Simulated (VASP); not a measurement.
# LiCl (P6_3/mmc) in VASP: settings compared

Aim: see how the results for LiCl move with the level of theory and the settings. Levels: r2SCAN, PBE. Tasks: single point.

Program: VASP 6.6.1. These are calculated values, not measurements. Logs are shortened: lines on timing, memory, paths and dates and some standing lists are left out, and cuts for length are marked.

### 1 The cell of the first run

Symmetry: P6_3/mmc, No. 194, hexagonal system. The conventional cell has a = 3.575 Å, b = 3.575 Å, c = 6.024 Å, α = 90.00°, β = 90.00°, γ = 120.00°. Li (site symmetry -3m) has 6 Cl at 2.56 Å and 2 Li at 3.01 Å within 3.4 Å. Cl (site symmetry -6m2) has 6 Li at 2.56 Å within 3.4 Å.

### 2 Single point, r2SCAN

The input, POSCAR:

```
LiCl
1.0
    3.5749486202      0.0000000000      0.0000000000
   -1.7874743101      3.0959963223      0.0000000000
    0.0000000000      0.0000000000      6.0240820561
Li Cl
2 2
Direct
    0.0000000000      0.0000000000      0.0000000000
    0.0000000000      0.0000000000      0.5000000000
    0.3333333333      0.6666666667      0.2500000000
    0.6666666667      0.3333333333      0.7500000000
```

The input, INCAR.step1:

```
ALGO     = Normal         # electronic algorithm
EDIFF    = 1E-4           # SCF threshold, eV
ENCUT    = 520            # plane-wave cutoff, eV
GGA      = PE             # functional
ISMEAR   = 0              # smearing method
LASPH    = True           # aspherical terms in the spheres
LCHARG   = False          # write CHGCAR
LREAL    = False          # projectors in reciprocal space
LWAVE    = True           # write WAVECAR
NBANDS   = 18             # bands
NELM     = 80             # most SCF steps
PREC     = Accurate       # precision mode
SIGMA    = 0.01           # smearing width, eV
```

The input, INCAR.step2:

```
ALGO     = Normal         # electronic algorithm
EDIFF    = 1E-6           # SCF threshold, eV
ENCUT    = 520            # plane-wave cutoff, eV
ISIF     = 2              # what is computed and relaxed
ISMEAR   = 0              # smearing method
ISTART   = 1            
LASPH    = True           # aspherical terms in the spheres
LCHARG   = True           # write CHGCAR
LELF     = True           # ELF
LMIXTAU  = True         
LREAL    = False          # projectors in reciprocal space
LVHAR    = True         
LWAVE    = False          # write WAVECAR
METAGGA  = R2SCAN         # meta-GGA
NBANDS   = 18             # bands
NELM     = 80             # most SCF steps
PREC     = Accurate       # precision mode
SIGMA    = 0.01           # smearing width, eV
```

The input, KPOINTS:

```
k-points
0
Gamma
  6 6 4
```

Potentials or basis: VASP PAW PBE potentials, release 64 (Li_sv, Cl).

Command:

```bash
$ cat potpaw_PBE.64/Li_sv/POTCAR potpaw_PBE.64/Cl/POTCAR > POTCAR
$ cp INCAR.step1 INCAR
$ mpirun -np 1 vasp_std > vasp.out
$ cp INCAR.step2 INCAR
$ mpirun -np 1 vasp_std > vasp.out
```

OUTCAR:

```text
EDIFF = 1E-6
   ENCUT = 520
   ISIF = 2
   ISMEAR = 0
   ISTART = 1
   LASPH = True
   LREAL = False
   METAGGA = R2SCAN
   NELM = 80
   PREC = Accurate

 ion  position               nearest neighbor table
   1  0.000  0.000  0.000-   3 2.56   4 2.56   3 2.56   4 2.56   4 2.56   3 2.56
   2  0.000  0.000  0.500-   3 2.56   4 2.56   3 2.56   4 2.56   4 2.56   3 2.56
   3  0.333  0.667  0.250-   1 2.56   2 2.56   1 2.56   2 2.56   1 2.56   2 2.56
   4  0.667  0.333  0.750-   1 2.56   2 2.56   1 2.56   2 2.56   1 2.56   2 2.56

  LATTYP: Found a hexagonal cell.
 ALAT       =     3.5749486202
 C/A-ratio  =     1.6850821357

  Lattice vectors:

 A1 = (   3.5749486202,   0.0000000000,   0.0000000000)
 A2 = (  -1.7874743101,   3.0959963223,   0.0000000000)
 A3 = (   0.0000000000,   0.0000000000,   6.0240820561)

Analysis of symmetry for initial positions (statically):
=====================================================================
 Subroutine PRICEL returns:
 Original cell was already a primitive cell.

 Routine SETGRP: Setting up the symmetry group for a
 hexagonal supercell.

 Subroutine GETGRP returns: Found 24 space group operations
 (whereof 12 operations were pure point group operations)
 out of a pool of 24 trial point group operations.

The static configuration has the point symmetry D_3d.
 The point group associated with its full space group is D_6h.

Analysis of symmetry for dynamics (positions and initial velocities):
=====================================================================
 Subroutine PRICEL returns:
 Original cell was already a primitive cell.

 Routine SETGRP: Setting up the symmetry group for a
 hexagonal supercell.

 Subroutine GETGRP returns: Found 24 space group operations
 (whereof 12 operations were pure point group operations)
 out of a pool of 24 trial point group operations.

The dynamic configuration has the point symmetry D_3d.
 The point group associated with its full space group is D_6h.

 Subroutine INISYM returns: Found 24 space group operations
 (whereof 12 operations are pure point group operations),
 and found     1 'primitive' translations

----------------------------------------------------------------------------------------

                                     Primitive cell

  volume of cell :      66.6747

  direct lattice vectors                    reciprocal lattice vectors
     3.574948620  0.000000000  0.000000000     0.279724300  0.161498900  0.000000000
    -1.787474310  3.095996322  0.000000000     0.000000000  0.322997800  0.000000000
     0.000000000  0.000000000  6.024082056     0.000000000  0.000000000  0.166000395

  length of vectors
     3.574948620  3.574948620  6.024082056     0.322997800  0.322997800  0.166000395

  position of ions in fractional coordinates (direct lattice)
     0.000000000  0.000000000  0.000000000
     0.000000000  0.000000000  0.500000000
     0.333333333  0.666666667  0.250000000
     0.666666667  0.333333333  0.750000000

  ion indices of the primitive-cell ions
   primitive index   ion index
                 1           1
                 2           2
                 3           3
                 4           4

----------------------------------------------------------------------------------------

 KPOINTS: k-points

Automatic generation of k-mesh.
 Grid dimensions read from file:
 generate k-points for:    6    6    4

 Generating k-lattice:

  Cartesian coordinates                     Fractional coordinates (reciprocal lattice)
     0.046620717  0.026916483  0.000000000     0.166666667  0.000000000  0.000000000
     0.000000000  0.053832967  0.000000000     0.000000000  0.166666667  0.000000000
     0.000000000  0.000000000  0.041500099     0.000000000  0.000000000  0.250000000

  Length of vectors
     0.053832967  0.053832967  0.041500099

  Shift w.r.t. Gamma in fractional coordinates (k-lattice)
     0.000000000  0.000000000  0.000000000

 Subroutine IBZKPT returns following result:
 ===========================================

 Found     21 irreducible k-points:

 Following reciprocal coordinates:
            Coordinates               Weight
  0.000000  0.000000  0.000000      1.000000
  0.166667  0.000000  0.000000      6.000000
  0.333333 -0.000000  0.000000      6.000000
  0.500000 -0.000000  0.000000      3.000000
  0.166667  0.166667  0.000000      6.000000
  0.333333  0.166667  0.000000     12.000000
[... 13 lines left out ...]
  0.333333  0.166667  0.500000     12.000000
  0.333333  0.333333  0.500000      2.000000
   k-points           NKPTS =     21   k-points in BZ     NKDIM =     21   number of bands    NBANDS=     18
   number of dos      NEDOS =    301   number of ions     NIONS =      4
   total plane-waves  NPLWV =  37632
   dimension x,y,z NGX =    28 NGY =   28 NGZ =   48
   dimension x,y,z NGXF=    56 NGYF=   56 NGZF=   96
   ions per type =               2   2
   NGX,Y,Z   is equivalent  to a cutoff of  13.02, 13.02, 13.25 a.u.
   NGXF,Y,Z  is equivalent  to a cutoff of  26.04, 26.04, 26.49 a.u.
 SYSTEM =  unknown system
   PREC   = accura    normal or accurate (medium, high low for compatibility)
   ISTART =      1    job   : 0-new  1-cont  2-samecut
   ICHARG =      0    charge: 1-file 2-atom 10-const
   ISPIN  =      1    spin polarized calculation?
   LNONCOLLINEAR =      F non collinear calculations
   LSORBIT =      F    spin-orbit coupling
   LASPH  =      T    aspherical Exc in radial PAW
   ENCUT  =  520.0 eV  38.22 Ry    6.18 a.u.   6.65  6.65 11.20*2*pi/ulx,y,z
   NELM   =     80;   NELMIN=  2; NELMDL=  0     # of ELM steps
   EDIFF  = 0.1E-05   stopping-criterion for ELM
   LREAL  =      F    real-space projection
   EDIFFG = 0.1E-04   stopping-criterion for IOM
   NSW    =      0    number of steps for IOM
   IBRION =     -1    ionic relax: 0-MD 1-quasi-New 2-CG
   NFREE  =      0    steps in history (QN), initial steepest desc. (CG)
   ISIF   =      2    stress and relaxation
   ISYM   =      2    0-nonsym 1-usesym 2-fastsym
   POTIM  = 0.5000    time-step for ionic-motion
   TEBEG  =    0.0;   TEEND  =   0.0 temperature during run
   PSTRESS=    0.0 pullay stress
   NELECT =      20.0000    total number of electrons
   NUPDOWN=      -1.0000    fix difference up-down
   EMIN   =  10.00;   EMAX   =-10.00  energy-range for DOS
   EFERMI =   0.00;   METHOD = LEGACY
   ISMEAR =     0;   SIGMA  =   0.01  broadening in eV -4-tet -1-fermi 0-gaus
   EFERMI_NEDOS =   21; number of points for ismear=-14 and -15
   IALGO  =     38    algorithm
   IMIX   =      4    mixing-type and parameters
     AMIX     =   0.40;   BMIX     =  1.00
     AMIX_MAG =   1.60;   BMIX_MAG =  1.00
  volume/ion in A,a.u.               =      16.67       112.49
  Fermi-wavevector in a.u.,A,eV,Ry     =   1.095884  2.070920 16.340067  1.200961
  Thomas-Fermi vector in A             =   2.232216
   LORBIT       =      0    0 simple, 1 ext, 2 COOP (PROOUT), +10 PAW based schemes
   METAGGA = R2SCAN    functional components
   LHFCALC =     F    Hartree Fock is set to
   AEXX    =    0.0000 exact exchange contribution
   IVDW    =     0    specifies the selected vdW correction
   LEPSILON=     F    determine dielectric tensor
   LRPA    =     F    only Hartree local field effects (RPA)
 non-spin polarized calculation
 Gauss-broadening in eV      SIGMA  =   0.01
  energy-cutoff  :      520.00
  volume of cell :       66.67
 maximum number of plane-waves:      1834
 NGX is ok and might be reduce to    28
   NGX = 13   NGY = 13   NGZ = 23

 number of electron      19.9999997 magnetization

 Free energy of the ion-electron system (eV)
  ---------------------------------------------------
  ext. energy  EPLUGINS =         0.00000000
  ---------------------------------------------------
  free energy    TOTEN  =       -25.10694303 eV

  energy without entropy =      -25.10694303  energy(sigma->0) =      -25.10694303

 E-fermi :   0.4073     XC(G=0):  -9.2167

 val. band max:        0.3253875828   @ k =   0.0000   0.0000   0.0000
 cond. band min:       7.6549655503   @ k =   0.0000   0.0000   0.0000
 fundamental gap:      7.3295779675
 Fermi energy:         0.4073426862

 k-point     1 :       0.0000    0.0000    0.0000
  band No.  band energies     occupation
      1     -44.5597      2.00000
      2     -44.5522      2.00000
      3     -13.7545      2.00000
      4     -13.2168      2.00000
      5      -2.6385      2.00000
      6       0.0999      2.00000
[... 10 lines left out ...]
     17      13.6931      0.00000
     18      13.9121      0.00000

 k-point     2 :       0.1667    0.0000    0.0000
  band No.  band energies     occupation
      1     -44.5591      2.00000
      2     -44.5519      2.00000
      3     -13.6255      2.00000
      4     -13.1268      2.00000
      5      -2.4613      2.00000
      6      -0.7564      2.00000
[... 10 lines left out ...]
     17      12.3017      0.00000
     18      13.5163      0.00000

 k-point     3 :       0.3333   -0.0000    0.0000
  band No.  band energies     occupation
      1     -44.5580      2.00000
      2     -44.5509      2.00000
      3     -13.3270      2.00000
      4     -12.9586      2.00000
      5      -1.9927      2.00000
      6      -1.9708      2.00000
[... 10 lines left out ...]
     17      12.6771      0.00000
     18      14.2122      0.00000

 k-point     4 :       0.5000   -0.0000    0.0000
  band No.  band energies     occupation
      1     -44.5574      2.00000
      2     -44.5504      2.00000
      3     -13.1378      2.00000
      4     -12.8981      2.00000
      5      -2.4102      2.00000
      6      -2.2549      2.00000
[... 312 lines left out ...]
      4     -13.2105      2.00000
      5      -1.8147      2.00000
      6      -1.8147      2.00000
[... 10 lines left out ...]
     17      13.0603      0.00000
     18      13.0603      0.00000

 k-point    20 :       0.3333    0.1667    0.5000
  band No.  band energies     occupation
      1     -44.5539      2.00000
      2     -44.5539      2.00000
      3     -13.0197      2.00000
      4     -13.0197      2.00000
      5      -2.3864      2.00000
      6      -2.3864      2.00000
[... 10 lines left out ...]
     17      13.3379      0.00000
     18      13.3379      0.00000

 k-point    21 :       0.3333    0.3333    0.5000
  band No.  band energies     occupation
      1     -44.5536      2.00000
      2     -44.5536      2.00000
      3     -12.9538      2.00000
      4     -12.9538      2.00000
      5      -2.2178      2.00000
      6      -2.2178      2.00000
[... 10 lines left out ...]
     17      12.7499      0.00000
     18      12.7499      0.00000

------------------------ aborting loop because EDIFF is reached ----------------------------------------

  FORCE on cell =-STRESS in cart. coord.  units (eV):
  Direction    XX          YY          ZZ          XY          YZ          ZX
  --------------------------------------------------------------------------------------
  -------------------------------------------------------------------------------------
  Total       -0.2270204     -0.2270204     -0.1842178      0.0000000      0.0000000      0.0000000
  in kB       -5.4552457     -5.4552457     -4.4267090      0.0000000      0.0000000      0.0000000
  external PRESSURE =      -5.1124001 kB  Pullay stress =       0.0000000 kB

 VOLUME and BASIS-vectors are now :
 -----------------------------------------------------------------------------
  energy-cutoff  :      520.00
  volume of cell :       66.67
      direct lattice vectors                 reciprocal lattice vectors
     3.574948620  0.000000000  0.000000000     0.279724300  0.161498900  0.000000000
    -1.787474310  3.095996322  0.000000000     0.000000000  0.322997800  0.000000000
     0.000000000  0.000000000  6.024082056     0.000000000  0.000000000  0.166000395

 POSITION                                       TOTAL-FORCE (eV/Angst)
 -----------------------------------------------------------------------------------
      0.00000      0.00000      0.00000         0.000000      0.000000     -0.000000
      0.00000      0.00000      3.01204         0.000000      0.000000     -0.000000
     -0.00000      2.06400      1.50602         0.000000      0.000000      0.000000
      1.78747      1.03200      4.51806        -0.000000     -0.000000      0.000000
 -----------------------------------------------------------------------------------
    total drift:                                0.000000     -0.000000     -0.000000

  FREE ENERGIE OF THE ION-ELECTRON SYSTEM (eV)
  ---------------------------------------------------
  free  energy   TOTEN  =       -25.1069430309 eV

  energy  without entropy=      -25.1069430309  energy(sigma->0) =      -25.10694303
```

Wall time 59 s (1 thread of Intel Xeon Platinum 8559C (Emerald Rapids), shared host); peak memory 0.18 GiB.

What came out:

- Free energy: -25.1069 eV
- Band gap on the k mesh: 7.33 eV, direct

Levels at points of the mesh, in eV from the valence-band top:
```tsv
k point	band 7	band 8	band 9	band 10	band 11	band 12	band 13	band 14
(0.00, 0.00, 0.00)	-0.23	-0.18	0.00	0.00	7.33	7.58	11.15	11.15
(0.50, 0.00, 0.00)	-1.95	-1.10	-0.78	-0.32	7.94	8.94	9.70	10.36
(0.00, 0.00, 0.50)	-0.11	-0.11	-0.11	-0.11	8.11	8.11	11.33	11.33
(0.50, 0.00, 0.50)	-0.95	-0.95	-0.74	-0.74	8.37	8.37	9.41	9.41
```

Caveat: the cutoff is under 1.25 times the usual one of these potentials, so pressure, stress and relaxed cells hold a basis-set (Pulay) error; the PAW data sets were made with another functional, which shifts forces and pressure a little. r2SCAN opens gaps a little over a GGA but as a rule still falls short of measured ones.

(Part 1 of 3 ends here.)
